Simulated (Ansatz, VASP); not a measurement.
**MgAuC4N4: VASP beside Ansatz**

```
Mg C Au N
1.0
     6.32769    0.00000    0.00000
     0.00000    6.32769    0.00000
     0.00000    0.00000    6.32769
Mg C Au N
1 4 1 4
Direct
  0.00000 0.00000 0.00000
  0.19868 0.19868 0.19868
  0.19868 0.80132 0.80132
  0.80132 0.19868 0.80132
  0.80132 0.80132 0.19868
  0.50000 0.50000 0.50000
  0.30514 0.30514 0.30514
  0.30514 0.69486 0.69486
  0.69486 0.30514 0.69486
  0.69486 0.69486 0.30514
```

Alike in both runs: functional PBE; k mesh 4 × 4 × 4; occupations gaussian, width 0.1 eV; collinear spin.

Ansatz relaxed the structure, and its values are those at the end. VASP's run is a single point on that final structure, the one shown.

```csv
,VASP,Ansatz
version,VASP 6.6.1,Ansatz 0.2.0
potentials or method,"VASP PAW PBE potentials, release 64 (Mg, C, Au, N), cutoff 520 eV","scalar-relativistic, plane waves, PAW"
valence electrons in the cell,49,65
```

Ansatz gave:

```
gap on the k mesh at the Fermi level (eV)                     : none
pressure (GPa)                                                : 0.2
rms of the force components (eV/Å)                            : 0.006
net moment per atom (μB)                                      : 0.10
size of the moment on the site where the two differ most (μB) : 0.44
```

What did VASP give for the same quantities?

gap on the k mesh at the Fermi level (eV): none; pressure (GPa): 0.4; rms of the force components (eV/Å): 0.220; net moment per atom (μB): 0.10; size of the moment on the site where the two differ most (μB): 0.54.

Site moments also hang on the region over which each program counts them. A gap of «none» marks a metal or a gap that the smearing closes. One of these differences is far larger than is usual between the two programs; its cause wasn't traced. VASP's potentials hold 49 valence electrons a cell and Ansatz's 65, so a difference there can come from the potentials and not from the codes.

Neither program's run includes spin-orbit coupling. Noted on VASP's run: the standard files for N, O and F lose accuracy on very short bonds.
